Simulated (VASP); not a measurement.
The system is TePb.

```
CELL_PARAMETERS angstrom
0.00000 3.23100 3.23100
3.23100 0.00000 3.23100
3.23100 3.23100 0.00000
ATOMIC_POSITIONS crystal
Pb 0.00000 0.00000 0.00000
Te 0.50000 0.50000 0.50000
```

* Program: VASP 6.6.1
* Task: relaxation of cell and atoms
* Functional: SVWN5
* Potentials or basis: VASP PAW PBE potentials, release 64 (Pb_d, Te)
* Cutoff: 600 eV
* k mesh: 7 × 7 × 7
* Occupations: methfessel-paxton, width 0.025 eV
* Spin: no spin polarisation

At the start: pressure -1.7 GPa; volume 33.73 Å³/atom.

Where does the relaxation end?

Over 3 steps the energy falls by 7.2 meV/atom and the volume is 32.45 Å³/atom (-3.8 %); space group Fm-3m (No. 225, to 0.05 Å).

The path:
| step | energy change (eV) | largest force (eV/Å) | pressure (GPa) | volume (Å³) |
| --- | --- | --- | --- | --- |
| 1 | 0.0000 | 0.0000 | -1.74 | 67.46 |
| 2 | -0.0121 | 0.0000 | 0.76 | 63.94 |
| 3 | -0.0143 | 0.0000 | -0.01 | 64.91 |

Final structure:
```yaml
crystal:
  lattice:
    - [0.00000, 3.18972, 3.18972]
    - [3.18972, 0.00000, 3.18972]
    - [3.18972, 3.18972, 0.00000]
  atoms:
    - { symbol: Pb, position: [0.00000, 0.00000, 0.00000] }
    - { symbol: Te, position: [0.50000, 0.50000, 0.50000] }
```

Caveat: the PAW data sets were made with another functional, which shifts forces and pressure a little.
